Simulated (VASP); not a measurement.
# Ti (Im-3m) in VASP: a series of runs

The runs below take Ti through single point, with PBE.

Everything below comes from runs of VASP 6.6.1. Logs are shortened: lines on timing, memory, paths and dates and some standing lists are left out, and cuts for length are marked.

### Step 1. The cell of the first run

The structure is cubic, space group Im-3m (No. 229). The conventional cell has a = 3.102 Å, b = 3.102 Å, c = 3.102 Å, α = 90.00°, β = 90.00°, γ = 90.00°. Within 3.5 Å of Ti (site symmetry m-3m) lie 14 Ti at 2.69 to 3.10 Å.

This isn't the form of Ti at room conditions, which is hcp.

### Step 2. Single point, PBE, collinear spin (14.92 Å³/atom)

File INCAR:

```
PREC = Accurate
ENCUT = 520
EDIFF = 1E-6
ISMEAR = 0
SIGMA = 0.15
LREAL = False
LASPH = True
NELM = 150
ALGO = Normal
ISIF = 2
LWAVE = False
LCHARG = True
ISPIN = 2
MAGMOM = 0.6
LORBIT = 11
NUPDOWN = 0.6
LMAXMIX = 4
GGA = PE
LELF = True
LVHAR = True
NBANDS = 16
```

File KPOINTS:

```
Automatic mesh
0
Gamma
  22 22 22
```

File POSCAR:

```
Ti
1.0
   -1.5509532811      1.5509532811      1.5509532811
    1.5509532811     -1.5509532811      1.5509532811
    1.5509532811      1.5509532811     -1.5509532811
Ti
1
Direct
    0.0000000000      0.0000000000      0.0000000000
```

Potentials or basis: VASP PAW PBE potentials, release 64 (Ti_sv).

The run is started by

```console
cat potpaw_PBE.64/Ti_sv/POTCAR > POTCAR
mpirun -np 1 vasp_std > vasp.out
```

OUTCAR:

```text
PREC = Accurate
   ENCUT = 520
   EDIFF = 1E-6
   ISMEAR = 0
   LREAL = False
   LASPH = True
   NELM = 150
   ISIF = 2
   ISPIN = 2
   LORBIT = 11
   NUPDOWN = 0.6
   GGA = PE

 ion  position               nearest neighbor table
   1  0.000  0.000  0.000-

  LATTYP: Found a body centered cubic cell.
 ALAT       =     3.1019065622

  Lattice vectors:

 A1 = (  -1.5509532811,   1.5509532811,   1.5509532811)
 A2 = (   1.5509532811,  -1.5509532811,   1.5509532811)
 A3 = (   1.5509532811,   1.5509532811,  -1.5509532811)

Analysis of symmetry for initial positions (statically):
=====================================================================
 Subroutine PRICEL returns:
 Original cell was already a primitive cell.

 Routine SETGRP: Setting up the symmetry group for a
 body centered cubic supercell.

 Subroutine GETGRP returns: Found 48 space group operations
 (whereof 48 operations were pure point group operations)
 out of a pool of 48 trial point group operations.

The static configuration has the point symmetry O_h .

Analysis of symmetry for dynamics (positions and initial velocities):
=====================================================================
 Subroutine PRICEL returns:
 Original cell was already a primitive cell.

 Routine SETGRP: Setting up the symmetry group for a
 body centered cubic supercell.

 Subroutine GETGRP returns: Found 48 space group operations
 (whereof 48 operations were pure point group operations)
 out of a pool of 48 trial point group operations.

The dynamic configuration has the point symmetry O_h .

Analysis of structural, dynamic, and magnetic symmetry:
=====================================================================
 Subroutine PRICEL returns:
 Original cell was already a primitive cell.

 Routine SETGRP: Setting up the symmetry group for a
 body centered cubic supercell.

 Subroutine GETGRP returns: Found 48 space group operations
 (whereof 48 operations were pure point group operations)
 out of a pool of 48 trial point group operations.

The overall configuration has the point symmetry O_h .

 Subroutine INISYM returns: Found 48 space group operations
 (whereof 48 operations are pure point group operations),
 and found     1 'primitive' translations

----------------------------------------------------------------------------------------

                                     Primitive cell

  volume of cell :      14.9230

  direct lattice vectors                    reciprocal lattice vectors
    -1.550953281  1.550953281  1.550953281     0.000000000  0.322382374  0.322382374
     1.550953281 -1.550953281  1.550953281     0.322382374  0.000000000  0.322382374
     1.550953281  1.550953281 -1.550953281     0.322382374  0.322382374  0.000000000

  length of vectors
     2.686329883  2.686329883  2.686329883     0.455917525  0.455917525  0.455917525

  position of ions in fractional coordinates (direct lattice)
     0.000000000  0.000000000  0.000000000

  ion indices of the primitive-cell ions
   primitive index   ion index
                 1           1

----------------------------------------------------------------------------------------

 KPOINTS: Automatic mesh

Automatic generation of k-mesh.
 Grid dimensions read from file:
 generate k-points for:   22   22   22

 Generating k-lattice:

  Cartesian coordinates                     Fractional coordinates (reciprocal lattice)
     0.000000000  0.014653744  0.014653744     0.045454545  0.000000000  0.000000000
     0.014653744  0.000000000  0.014653744     0.000000000  0.045454545  0.000000000
     0.014653744  0.014653744  0.000000000     0.000000000  0.000000000  0.045454545

  Length of vectors
     0.020723524  0.020723524  0.020723524

  Shift w.r.t. Gamma in fractional coordinates (k-lattice)
     0.000000000  0.000000000  0.000000000

 Subroutine IBZKPT returns following result:
 ===========================================

 Found    328 irreducible k-points:

 Following reciprocal coordinates:
            Coordinates               Weight
  0.000000  0.000000  0.000000      1.000000
  0.045455  0.000000  0.000000     12.000000
  0.090909  0.000000  0.000000     12.000000
  0.136364  0.000000  0.000000     12.000000
  0.181818  0.000000  0.000000     12.000000
  0.227273  0.000000  0.000000     12.000000
[... 16 lines left out ...]
  0.090909  0.090909  0.000000     24.000000
  0.136364  0.090909 -0.000000     48.000000
 [... further k-points ...]
   k-points           NKPTS =    328   k-points in BZ     NKDIM =    328   number of bands    NBANDS=     16
   number of dos      NEDOS =    301   number of ions     NIONS =      1
   total plane-waves  NPLWV =   8000
   dimension x,y,z NGX =    20 NGY =   20 NGZ =   20
   dimension x,y,z NGXF=    40 NGYF=   40 NGZF=   40
   ions per type =               1
   NGX,Y,Z   is equivalent  to a cutoff of  12.38, 12.38, 12.38 a.u.
   NGXF,Y,Z  is equivalent  to a cutoff of  24.75, 24.75, 24.75 a.u.
 SYSTEM =  unknown system
   PREC   = accura    normal or accurate (medium, high low for compatibility)
   ISTART =      0    job   : 0-new  1-cont  2-samecut
   ICHARG =      2    charge: 1-file 2-atom 10-const
   ISPIN  =      2    spin polarized calculation?
   LNONCOLLINEAR =      F non collinear calculations
   LSORBIT =      F    spin-orbit coupling
   LASPH  =      T    aspherical Exc in radial PAW
   ENCUT  =  520.0 eV  38.22 Ry    6.18 a.u.   4.99  4.99  4.99*2*pi/ulx,y,z
   NELM   =    150;   NELMIN=  2; NELMDL= -5     # of ELM steps
   EDIFF  = 0.1E-05   stopping-criterion for ELM
   LREAL  =      F    real-space projection
   EDIFFG = 0.1E-04   stopping-criterion for IOM
   NSW    =      0    number of steps for IOM
   IBRION =     -1    ionic relax: 0-MD 1-quasi-New 2-CG
   NFREE  =      0    steps in history (QN), initial steepest desc. (CG)
   ISIF   =      2    stress and relaxation
   ISYM   =      2    0-nonsym 1-usesym 2-fastsym
   POTIM  = 0.5000    time-step for ionic-motion
   TEBEG  =    0.0;   TEEND  =   0.0 temperature during run
   PSTRESS=    0.0 pullay stress
   NELECT =      12.0000    total number of electrons
   NUPDOWN=       0.6000    fix difference up-down
   EMIN   =  10.00;   EMAX   =-10.00  energy-range for DOS
   EFERMI =   0.00;   METHOD = LEGACY
   ISMEAR =     0;   SIGMA  =   0.15  broadening in eV -4-tet -1-fermi 0-gaus
   EFERMI_NEDOS =   21; number of points for ismear=-14 and -15
   IALGO  =     38    algorithm
   IMIX   =      4    mixing-type and parameters
     AMIX     =   0.40;   BMIX     =  1.00
     AMIX_MAG =   1.60;   BMIX_MAG =  1.00
  volume/ion in A,a.u.               =      14.92       100.71
  Fermi-wavevector in a.u.,A,eV,Ry     =   1.522357  2.876838 31.532469  2.317571
  Thomas-Fermi vector in A             =   2.630947
   LORBIT       =     11    0 simple, 1 ext, 2 COOP (PROOUT), +10 PAW based schemes
   GGA     = PE    functional components
   LHFCALC =     F    Hartree Fock is set to
   AEXX    =    0.0000 exact exchange contribution
   IVDW    =     0    specifies the selected vdW correction
   LEPSILON=     F    determine dielectric tensor
   LRPA    =     F    only Hartree local field effects (RPA)
 spin polarized calculation
 Gauss-broadening in eV      SIGMA  =   0.15
  energy-cutoff  :      520.00
  volume of cell :       14.92
 maximum number of plane-waves:       420
   NGX =  9   NGY =  9   NGZ =  9

 number of electron      11.9999997 magnetization       0.6000000

 Free energy of the ion-electron system (eV)
  ---------------------------------------------------
  ext. energy  EPLUGINS =         0.00000000
  ---------------------------------------------------
  free energy    TOTEN  =        -7.58655383 eV

  energy without entropy =       -7.56392103  energy(sigma->0) =       -7.57523743

 E-fermi :   9.6794     XC(G=0): -12.2179

 val. band max:        9.8401991831   @ k =  -0.3182   0.4091   0.0909
 cond. band min:       9.6892702293   @ k =   0.3182   0.2727   0.0909
 fundamental gap:     -0.1509289538
 Fermi energy:         9.8420909932

 spin component 1

 k-point     1 :       0.0000    0.0000    0.0000
  band No.  band energies     occupation
      1     -46.6753      1.00000
      2     -22.3022      1.00000
      3     -22.3022      1.00000
      4     -22.3022      1.00000
      5       3.2877      1.00000
      6      10.6316      0.00000
[... 8 lines left out ...]
     15      35.3120      0.00000
     16      39.8978      0.00000

 k-point     2 :       0.0455    0.0000    0.0000
  band No.  band energies     occupation
      1     -46.6705      1.00000
      2     -22.3256      1.00000
      3     -22.3091      1.00000
      4     -22.3024      1.00000
      5       3.3703      1.00000
      6      10.5906      0.00000
[... 8 lines left out ...]
     15      35.4242      0.00000
     16      38.8543      0.00000

 k-point     3 :       0.0909    0.0000    0.0000
  band No.  band energies     occupation
      1     -46.6565      1.00000
      2     -22.3936      1.00000
      3     -22.3293      1.00000
      4     -22.3030      1.00000
      5       3.6133      1.00000
      6      10.4730      0.00000
[... 8 lines left out ...]
     15      35.6867      0.00000
     16      37.5148      0.00000
[... 362 lines left out ...]
 k-point    23 :       0.0909    0.0909    0.0000
  band No.  band energies     occupation
      1     -46.6219      1.00000
      2     -22.5585      1.00000
      3     -22.3600      1.00000
      4     -22.3247      1.00000
      5       4.2271      1.00000
      6      10.2565      0.00005
[... 8 lines left out ...]
     15      34.5514      0.00000
     16      36.7092      0.00000

 k-point    24 :       0.1364    0.0909   -0.0000
  band No.  band energies     occupation
      1     -46.5945      1.00000
      2     -22.6815      1.00000
      3     -22.3983      1.00000
      4     -22.3318      1.00000
      5       4.7222      1.00000
      6      10.0526      0.02358
[... 8 lines left out ...]
     15      33.8248      0.00000
     16      36.9031      0.00000

 [... further k-points ...]

 spin component 2

 k-point     1 :       0.0000    0.0000    0.0000
  band No.  band energies     occupation
      1     -46.3033      1.00000
      2     -21.9333      1.00000
      3     -21.9333      1.00000
      4     -21.9333      1.00000
      5       3.7690      1.00000
      6      11.1396      0.00000
[... 8 lines left out ...]
     15      35.6413      0.00000
     16      40.5126      0.00000

 k-point     2 :       0.0455    0.0000    0.0000
  band No.  band energies     occupation
      1     -46.2986      1.00000
      2     -21.9565      1.00000
      3     -21.9402      1.00000
      4     -21.9336      1.00000
      5       3.8515      1.00000
      6      11.0987      0.00000
[... 8 lines left out ...]
     15      35.7604      0.00000
     16      39.3844      0.00000

 k-point     3 :       0.0909    0.0000    0.0000
  band No.  band energies     occupation
      1     -46.2847      1.00000
      2     -22.0238      1.00000
      3     -21.9600      1.00000
      4     -21.9342      1.00000
      5       4.0941      1.00000
      6      10.9815      0.00000
[... 8 lines left out ...]
     15      36.0488      0.00000
     16      38.0462      0.00000
[... 362 lines left out ...]
 k-point    23 :       0.0909    0.0909    0.0000
  band No.  band energies     occupation
      1     -46.2504      1.00000
      2     -22.1868      1.00000
      3     -21.9904      1.00000
      4     -21.9557      1.00000
      5       4.7071      1.00000
      6      10.7625      0.00000
[... 8 lines left out ...]
     15      35.0692      0.00000
     16      37.1223      0.00000

 k-point    24 :       0.1364    0.0909   -0.0000
  band No.  band energies     occupation
      1     -46.2232      1.00000
      2     -22.3086      1.00000
      3     -22.0282      1.00000
      4     -21.9628      1.00000
      5       5.2015      1.00000
      6      10.5568      0.00000
[... 8 lines left out ...]
     15      34.2262      0.00000
     16      37.4083      0.00000

 [... further k-points ...]

------------------------ aborting loop because EDIFF is reached ----------------------------------------

  FORCE on cell =-STRESS in cart. coord.  units (eV):
  Direction    XX          YY          ZZ          XY          YZ          ZX
  --------------------------------------------------------------------------------------
  -------------------------------------------------------------------------------------
  Total        1.9138347      1.9138347      1.9138347      0.0000000      0.0000000      0.0000000
  in kB      205.4749425    205.4749425    205.4749425      0.0000000      0.0000000      0.0000000
  external PRESSURE =     205.4749425 kB  Pullay stress =       0.0000000 kB

 VOLUME and BASIS-vectors are now :
 -----------------------------------------------------------------------------
  energy-cutoff  :      520.00
  volume of cell :       14.92
      direct lattice vectors                 reciprocal lattice vectors
    -1.550953281  1.550953281  1.550953281     0.000000000  0.322382374  0.322382374
     1.550953281 -1.550953281  1.550953281     0.322382374  0.000000000  0.322382374
     1.550953281  1.550953281 -1.550953281     0.322382374  0.322382374  0.000000000

 POSITION                                       TOTAL-FORCE (eV/Angst)
 -----------------------------------------------------------------------------------
      0.00000      0.00000      0.00000         0.000000      0.000000     -0.000000
 -----------------------------------------------------------------------------------
    total drift:                                0.000000     -0.000000      0.000000

  FREE ENERGIE OF THE ION-ELECTRON SYSTEM (eV)
  ---------------------------------------------------
  free  energy   TOTEN  =        -7.5865538302 eV

  energy  without entropy=       -7.5639210261  energy(sigma->0) =       -7.57523743

 total charge

# of ion       s       p       d       tot
------------------------------------------
    1        2.276   6.139   2.055  10.469

 magnetization (x)

# of ion       s       p       d       tot
------------------------------------------
    1        0.005   0.044   0.388   0.436
```

It took 51 s on 1 thread of Intel Xeon 6975P-C (Granite Rapids), shared host; peak memory 0.22 GiB.

Results:

- Free energy: -7.5866 eV
- Pressure: 20.5 GPa
- Net moment: 0.60 μB per cell
- Site moments: Ti +0.44 μB
- Valence electrons inside the program's atomic spheres: Ti 10.47

Caveat: the cell stands under pressure; the total moment is fixed, so each spin has its own Fermi level and the state may be an excited one.

(Continued in part 2 of 2.)
